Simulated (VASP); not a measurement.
Wanted: the native input for a VASP 6.6.1 run.

| Property | Result |
| --- | --- |
| Task | single point |
| Functional | PBE |
| Potentials or basis | VASP PAW PBE potentials, release 64 (H, Mo_sv) |
| Cutoff | 500 eV |
| k mesh | 3 × 3 × 3 |
| Occupations | gaussian, width 0.15 eV |
| Spin | no spin polarisation |
| Dipole correction | no |
| Further INCAR settings | ALGO = Normal; EDIFF = 1e-06; NBANDS = 19 |

The structure of MoH6 lies in POSCAR:

```
MoH6
1.0
    3.4726422637      0.0000000000      0.0000000000
    0.0000000000      3.4726422637      0.0000000000
    0.0000000000      0.0000000000      3.4726422637
H Mo
6 1
Direct
    0.5000000000      0.0000000000      0.0000000000
    0.0000000000      0.5000000000      0.0000000000
    0.0000000000      0.0000000000      0.5000000000
    0.0000000000      0.5000000000      0.5000000000
    0.5000000000      0.0000000000      0.5000000000
    0.5000000000      0.5000000000      0.0000000000
    0.5000000000      0.5000000000      0.5000000000
```

One way to write it, as run:

INCAR

```
SYSTEM = MoH6
ALGO = Normal ; EDIFF = 1E-6
ENCUT = 500 ; GGA = PE
GGA_COMPAT = .FALSE. ; ISIF = 2
ISMEAR = 0 ; LASPH = .TRUE.
LCHARG = .FALSE. ; LREAL = .FALSE.
LWAVE = .FALSE. ; NBANDS = 19
NELM = 120 ; PREC = Accurate
SIGMA = 0.15
```

KPOINTS

```
k-points
0
G
  3 3 3
  0 0 0
```

Potentials or basis: VASP PAW PBE potentials, release 64 (H, Mo_sv).

Run with:

```console
$ cat potpaw_PBE.64/H/POTCAR potpaw_PBE.64/Mo_sv/POTCAR > POTCAR
$ mpirun -np 1 vasp_std > vasp.out
```

Results of the run:

The pressure is -0.4 GPa and the band gap on the k mesh is zero (band 10 reaches 5.61 eV, above the bottom of band 11 at 4.85 eV).

Caveat: the k points lie up to 0.60 Å⁻¹ apart.

Run time: 5 s on 1 thread of AMD EPYC 7R13 Processor (Zen 3) (shared host), peak memory 0.12 GiB.
